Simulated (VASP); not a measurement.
# PPt (P6_3mc) in VASP: single point with PBE

Aim: the single point of PPt with PBE.

All numbers are computed with VASP 6.6.1; they aren't measurements. Logs are shortened: lines on timing, memory, paths and dates and some standing lists are left out, and cuts for length are marked.

### Step 1. The cell of the first run

Symmetry: P6_3mc, No. 186, hexagonal system. Conventional cell: a = 3.743 Å, b = 3.743 Å, c = 6.354 Å, α = 90.00°, β = 90.00°, γ = 120.00°. Within 3.1 Å of Pt (site symmetry 3m) lie 4 P at 2.32 to 2.34 Å. Within 3.1 Å of P (site symmetry 3m) lie 4 Pt at 2.32 to 2.34 Å.

### Step 2. Single point, PBE

The input, INCAR:

```
SYSTEM = PPt
PREC = Accurate
ENCUT = 520
EDIFF = 1E-7
ISMEAR = -1
SIGMA = 0.05
LREAL = .False.
LASPH = .True.
NELM = 100
ALGO = Normal
ISIF = 2
LWAVE = .False.
LCHARG = .False.
GGA = PE
NBANDS = 23
```

The input, KPOINTS:

```
regular mesh
0
Gamma
  8 8 4
  0 0 0
```

The input, POSCAR:

```
PPt
1.0
    3.7430278549      0.0000000000      0.0000000000
   -1.8715139275      3.2415572094      0.0000000000
    0.0000000000      0.0000000000      6.3537430000
Pt P
2 2
Direct
    0.3333333333      0.6666666667      0.3718990000
    0.6666666667      0.3333333333      0.8718990000
    0.3333333333      0.6666666667      0.0031030000
    0.6666666667      0.3333333333      0.5031030000
```

Potentials or basis: VASP PAW PBE potentials, release 64 (Pt, P).

The run is started by

```sh
$ cat potpaw_PBE.64/Pt/POTCAR potpaw_PBE.64/P/POTCAR > POTCAR
$ mpirun -np 1 vasp_std > vasp.out
```

OUTCAR:

```text
SYSTEM = PPt
   PREC = Accurate
   ENCUT = 520
   EDIFF = 1E-7
   ISMEAR = -1
   LREAL = .False.
   LASPH = .True.
   NELM = 100
   ISIF = 2
   GGA = PE

 ion  position               nearest neighbor table
   1  0.333  0.667  0.372-   4 2.32   4 2.32   4 2.32   3 2.34
   2  0.667  0.333  0.872-   3 2.32   3 2.32   3 2.32   4 2.34
   3  0.333  0.667  0.003-   2 2.32   2 2.32   2 2.32   1 2.34
   4  0.667  0.333  0.503-   1 2.32   1 2.32   1 2.32   2 2.34

  LATTYP: Found a hexagonal cell.
 ALAT       =     3.7430278549
 C/A-ratio  =     1.6974875011

  Lattice vectors:

 A1 = (   3.7430278549,   0.0000000000,   0.0000000000)
 A2 = (  -1.8715139275,   3.2415572094,   0.0000000000)
 A3 = (   0.0000000000,   0.0000000000,   6.3537430000)

Analysis of symmetry for initial positions (statically):
=====================================================================
 Subroutine PRICEL returns:
 Original cell was already a primitive cell.

 Routine SETGRP: Setting up the symmetry group for a
 hexagonal supercell.

 Subroutine GETGRP returns: Found 12 space group operations
 (whereof  6 operations were pure point group operations)
 out of a pool of 24 trial point group operations.

The static configuration has the point symmetry C_3v.
 The point group associated with its full space group is C_6v.

Analysis of symmetry for dynamics (positions and initial velocities):
=====================================================================
 Subroutine PRICEL returns:
 Original cell was already a primitive cell.

 Routine SETGRP: Setting up the symmetry group for a
 hexagonal supercell.

 Subroutine GETGRP returns: Found 12 space group operations
 (whereof  6 operations were pure point group operations)
 out of a pool of 24 trial point group operations.

The dynamic configuration has the point symmetry C_3v.
 The point group associated with its full space group is C_6v.

 Subroutine INISYM returns: Found 12 space group operations
 (whereof  6 operations are pure point group operations),
 and found     1 'primitive' translations

----------------------------------------------------------------------------------------

                                     Primitive cell

  volume of cell :      77.0915

  direct lattice vectors                    reciprocal lattice vectors
     3.743027855  0.000000000  0.000000000     0.267163387  0.154246854  0.000000000
    -1.871513927  3.241557209  0.000000000     0.000000000  0.308493707  0.000000000
     0.000000000  0.000000000  6.353743000     0.000000000  0.000000000  0.157387543

  length of vectors
     3.743027855  3.743027855  6.353743000     0.308493707  0.308493707  0.157387543

  position of ions in fractional coordinates (direct lattice)
     0.333333333  0.666666667  0.371899000
     0.666666667  0.333333333  0.871899000
     0.333333333  0.666666667  0.003103000
     0.666666667  0.333333333  0.503103000

  ion indices of the primitive-cell ions
   primitive index   ion index
                 1           1
                 2           2
                 3           3
                 4           4

----------------------------------------------------------------------------------------

 KPOINTS: regular mesh

Automatic generation of k-mesh.
 Grid dimensions read from file:
 generate k-points for:    8    8    4

 Generating k-lattice:

  Cartesian coordinates                     Fractional coordinates (reciprocal lattice)
     0.033395423  0.019280857  0.000000000     0.125000000  0.000000000  0.000000000
     0.000000000  0.038561713  0.000000000     0.000000000  0.125000000  0.000000000
     0.000000000  0.000000000  0.039346886     0.000000000  0.000000000  0.250000000

  Length of vectors
     0.038561713  0.038561713  0.039346886

  Shift w.r.t. Gamma in fractional coordinates (k-lattice)
     0.000000000  0.000000000  0.000000000

 Subroutine IBZKPT returns following result:
 ===========================================

 Found     30 irreducible k-points:

 Following reciprocal coordinates:
            Coordinates               Weight
  0.000000  0.000000  0.000000      1.000000
  0.125000  0.000000  0.000000      6.000000
  0.250000  0.000000  0.000000      6.000000
  0.375000 -0.000000  0.000000      6.000000
  0.500000  0.000000  0.000000      3.000000
  0.125000  0.125000  0.000000      6.000000
[... 16 lines left out ...]
  0.250000  0.000000  0.500000      6.000000
  0.375000 -0.000000  0.500000      6.000000
 [... further k-points ...]
   k-points           NKPTS =     30   k-points in BZ     NKDIM =     30   number of bands    NBANDS=     23
   number of dos      NEDOS =    301   number of ions     NIONS =      4
   total plane-waves  NPLWV =  37632
   dimension x,y,z NGX =    28 NGY =   28 NGZ =   48
   dimension x,y,z NGXF=    56 NGYF=   56 NGZF=   96
   ions per type =               2   2
   NGX,Y,Z   is equivalent  to a cutoff of  12.44, 12.44, 12.56 a.u.
   NGXF,Y,Z  is equivalent  to a cutoff of  24.87, 24.87, 25.12 a.u.
 SYSTEM =  PPt
   PREC   = accura    normal or accurate (medium, high low for compatibility)
   ISTART =      0    job   : 0-new  1-cont  2-samecut
   ICHARG =      2    charge: 1-file 2-atom 10-const
   ISPIN  =      1    spin polarized calculation?
   LNONCOLLINEAR =      F non collinear calculations
   LSORBIT =      F    spin-orbit coupling
   LASPH  =      T    aspherical Exc in radial PAW
   ENCUT  =  520.0 eV  38.22 Ry    6.18 a.u.   6.96  6.96 11.81*2*pi/ulx,y,z
   NELM   =    100;   NELMIN=  2; NELMDL= -5     # of ELM steps
   EDIFF  = 0.1E-06   stopping-criterion for ELM
   LREAL  =      F    real-space projection
   EDIFFG = 0.1E-05   stopping-criterion for IOM
   NSW    =      0    number of steps for IOM
   IBRION =     -1    ionic relax: 0-MD 1-quasi-New 2-CG
   NFREE  =      0    steps in history (QN), initial steepest desc. (CG)
   ISIF   =      2    stress and relaxation
   ISYM   =      2    0-nonsym 1-usesym 2-fastsym
   POTIM  = 0.5000    time-step for ionic-motion
   TEBEG  =    0.0;   TEEND  =   0.0 temperature during run
   PSTRESS=    0.0 pullay stress
   NELECT =      30.0000    total number of electrons
   NUPDOWN=      -1.0000    fix difference up-down
   EMIN   =  10.00;   EMAX   =-10.00  energy-range for DOS
   EFERMI =   0.00;   METHOD = LEGACY
   ISMEAR =    -1;   SIGMA  =   0.05  broadening in eV -4-tet -1-fermi 0-gaus
   EFERMI_NEDOS =   21; number of points for ismear=-14 and -15
   IALGO  =     38    algorithm
   IMIX   =      4    mixing-type and parameters
     AMIX     =   0.40;   BMIX     =  1.00
     AMIX_MAG =   1.60;   BMIX_MAG =  1.00
  volume/ion in A,a.u.               =      19.27       130.06
  Fermi-wavevector in a.u.,A,eV,Ry     =   1.195216  2.258631 19.436489  1.428542
  Thomas-Fermi vector in A             =   2.331187
   LORBIT       =      0    0 simple, 1 ext, 2 COOP (PROOUT), +10 PAW based schemes
   GGA     = PE    functional components
   LHFCALC =     F    Hartree Fock is set to
   AEXX    =    0.0000 exact exchange contribution
   IVDW    =     0    specifies the selected vdW correction
   LEPSILON=     F    determine dielectric tensor
   LRPA    =     F    only Hartree local field effects (RPA)
 non-spin polarized calculation
  energy-cutoff  :      520.00
  volume of cell :       77.09
 maximum number of plane-waves:      2094
 NGX is ok and might be reduce to    28
   NGX = 13   NGY = 13   NGZ = 23

 number of electron      30.0000001 magnetization

 Free energy of the ion-electron system (eV)
  ---------------------------------------------------
  ext. energy  EPLUGINS =         0.00000000
  ---------------------------------------------------
  free energy    TOTEN  =       -24.30894052 eV

  energy without entropy =      -24.29372538  energy(sigma->0) =      -24.30133295

 E-fermi :   7.0905     XC(G=0): -10.7188

 val. band max:        7.0831532440   @ k =   0.3750   0.2500   0.2500
 cond. band min:       7.2222131752   @ k =   0.2500   0.1250   0.5000
 fundamental gap:      0.1390599313
 Fermi energy:         7.0905250178

 k-point     1 :       0.0000    0.0000    0.0000
  band No.  band energies     occupation
      1      -5.8723      2.00000
      2      -4.5676      2.00000
      3       1.0421      2.00000
      4       1.0800      2.00000
      5       1.2187      2.00000
      6       1.2187      2.00000
[... 15 lines left out ...]
     22      14.2520      0.00000
     23      14.2520      0.00000

 k-point     2 :       0.1250    0.0000    0.0000
  band No.  band energies     occupation
      1      -5.7136      2.00000
      2      -4.4698      2.00000
      3       1.0364      2.00000
      4       1.1543      2.00000
      5       1.1870      2.00000
      6       1.2951      2.00000
[... 15 lines left out ...]
     22      14.2916      0.00000
     23      14.4642      0.00000

 k-point     3 :       0.2500    0.0000    0.0000
  band No.  band energies     occupation
      1      -5.2896      2.00000
      2      -4.2422      2.00000
      3       0.7840      2.00000
      4       1.1871      2.00000
      5       1.4460      2.00000
      6       1.4673      2.00000
[... 15 lines left out ...]
     22      14.1994      0.00000
     23      14.9105      0.00000
[... 495 lines left out ...]
 k-point    23 :       0.2500    0.0000    0.5000
  band No.  band energies     occupation
      1      -4.7827      2.00000
      2      -4.7827      2.00000
      3       0.6245      2.00000
      4       0.6245      2.00000
      5       1.5687      2.00000
      6       1.5687      2.00000
[... 15 lines left out ...]
     22      14.2100      0.00000
     23      15.5668      0.00000

 k-point    24 :       0.3750   -0.0000    0.5000
  band No.  band energies     occupation
      1      -4.3991      2.00000
      2      -4.3991      2.00000
      3       0.5026      2.00000
      4       0.5026      2.00000
      5       1.8577      2.00000
      6       1.8577      2.00000
[... 15 lines left out ...]
     22      14.1680      0.00000
     23      16.3584      0.00000

 [... further k-points ...]

------------------------ aborting loop because EDIFF is reached ----------------------------------------

  FORCE on cell =-STRESS in cart. coord.  units (eV):
  Direction    XX          YY          ZZ          XY          YZ          ZX
  --------------------------------------------------------------------------------------
  -------------------------------------------------------------------------------------
  Total       -0.1186532     -0.1186532      0.1237287      0.0000000     -0.0000000      0.0000000
  in kB       -2.4659466     -2.4659466      2.5714299      0.0000000     -0.0000000      0.0000000
  external PRESSURE =      -0.7868211 kB  Pullay stress =       0.0000000 kB

 VOLUME and BASIS-vectors are now :
 -----------------------------------------------------------------------------
  energy-cutoff  :      520.00
  volume of cell :       77.09
      direct lattice vectors                 reciprocal lattice vectors
     3.743027855  0.000000000  0.000000000     0.267163387  0.154246854  0.000000000
    -1.871513927  3.241557209  0.000000000     0.000000000  0.308493707  0.000000000
     0.000000000  0.000000000  6.353743000     0.000000000  0.000000000  0.157387543

 POSITION                                       TOTAL-FORCE (eV/Angst)
 -----------------------------------------------------------------------------------
     -0.00000      2.16104      2.36295        -0.000000      0.000000     -0.136087
      1.87151      1.08052      5.53982         0.000000     -0.000000     -0.136087
     -0.00000      2.16104      0.01972         0.000000     -0.000000      0.136087
      1.87151      1.08052      3.19659        -0.000000     -0.000000      0.136087
 -----------------------------------------------------------------------------------
    total drift:                                0.000000      0.000000      0.000396

  FREE ENERGIE OF THE ION-ELECTRON SYSTEM (eV)
  ---------------------------------------------------
  free  energy   TOTEN  =       -24.3089405244 eV

  energy  without entropy=      -24.2937253797  energy(sigma->0) =      -24.30133295
```

It took 46 s on 1 thread of AMD EPYC 7R43 (Zen 3), shared host; peak memory 0.17 GiB.

What came out:

```
Free energy            : -24.3089 eV
Pressure               : -0.1 GPa
Largest force          : 0.136 eV/Å
Band gap on the k mesh : zero (bands 15 and 16 overlap by 3.74 eV)
```

Forces in eV/Å, atoms in the order of the input:
```
Pt   0.000  0.000 -0.136
Pt   0.000  0.000 -0.136
P    0.000  0.000  0.136
P    0.000  0.000  0.136
```

Levels at points of the mesh, in eV from the Fermi level:
```csv
k point,band 11,band 12,band 13,band 14,band 15,band 16,band 17,band 18
"(0.00, 0.00, 0.00)",-3.34,-3.34,-3.07,1.84,1.84,3.16,3.60,4.10
"(0.50, 0.00, 0.00)",-3.30,-3.02,-2.53,-2.53,-1.57,-0.86,0.89,1.80
"(0.00, 0.00, 0.50)",-3.58,-3.58,-0.15,-0.15,2.72,2.72,2.72,2.72
"(0.50, 0.00, 0.50)",-3.12,-3.12,-3.03,-3.03,0.16,0.16,0.52,0.52
```

Caveat: spin-orbit coupling is left out, which moves the levels of the heavy elements.
